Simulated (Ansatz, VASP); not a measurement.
One calculation of Al2O3, two programs

Contents of INCAR:

```
SYSTEM = Al2O3
ALGO = Normal ; EDIFF = 1E-6
ENCUT = 520 ; ISIF = 2
ISMEAR = 0 ; LASPH = .True.
LCHARG = .False. ; LREAL = .False.
LWAVE = .False. ; NBANDS = 20
NELM = 80 ; PREC = Accurate
SIGMA = 0.05
```

File KPOINTS:

```
k-points
0
Gamma
  12 12 4
  0 0 0
```

File POSCAR:

```
Al2O3
1.0
    3.1070448630      0.0000000000      0.0000000000
   -1.5535224315      2.6907797820      0.0000000000
    0.0000000000      0.0000000000      8.0461710804
Al O
2 3
Direct
    0.0000000000      0.0000000000      0.1499923300
    0.0000000000      0.0000000000      0.8500076700
    0.3333333333      0.6666666667      0.2223169200
    0.6666666667      0.3333333333      0.0000000000
    0.3333333333      0.6666666667      0.7776830800
```

Input for Ansatz:

```yaml
crystal:
  lattice:
    - [3.107044863, 0.0, 0.0]
    - [-1.5535224315, 2.690779782, 0.0]
    - [0.0, 0.0, 8.0461710804]
  atoms:
    - { symbol: Al, position: [0.0, 0.0, 0.14999233] }
    - { symbol: Al, position: [0.0, 0.0, 0.85000767] }
    - { symbol: O, position: [0.3333333333, 0.6666666667, 0.22231692] }
    - { symbol: O, position: [0.6666666667, 0.3333333333, 0.0] }
    - { symbol: O, position: [0.3333333333, 0.6666666667, 0.77768308] }
basis:
  ecutwfc: 420
kpoints:
  mp_grid: { grid: [12, 12, 4] }
hamiltonian:
  xc: lda
scf:
  occupations: { method: gaussian, width: 0.05 }
output:
  forces: true
  stress: true
  eigenvalues: true
```

Alike in both runs: task single point; functional LDA; k mesh 12 × 12 × 4; occupations gaussian, width 0.05 eV; no spin polarisation.

```csv
,VASP,Ansatz
version,VASP 6.6.1,Ansatz 0.2.0
potentials or method,"VASP PAW LDA potentials, release 64 (Al, O), cutoff 520 eV","scalar-relativistic, plane waves, PAW"
valence electrons in the cell,24,24
```

```csv
,VASP,Ansatz,Ansatz less VASP
gap on the k mesh at the Fermi level (eV),2.41,2.43,+0.019
least direct gap on the mesh (eV),2.73,2.74,+0.010
pressure (GPa),-14.2,-14.6,-0.33
"traceless stress, the component that is largest in VASP (GPa)",32.09,32.44,+0.352
rms of the force components (eV/Å),1.222,1.222,+0.0001
```

LDA's correlation is that of Perdew and Zunger in VASP and of Perdew and Wang (1992) in Ansatz. Atom by atom the forces differ by 0.005 eV/Å (rms over components).
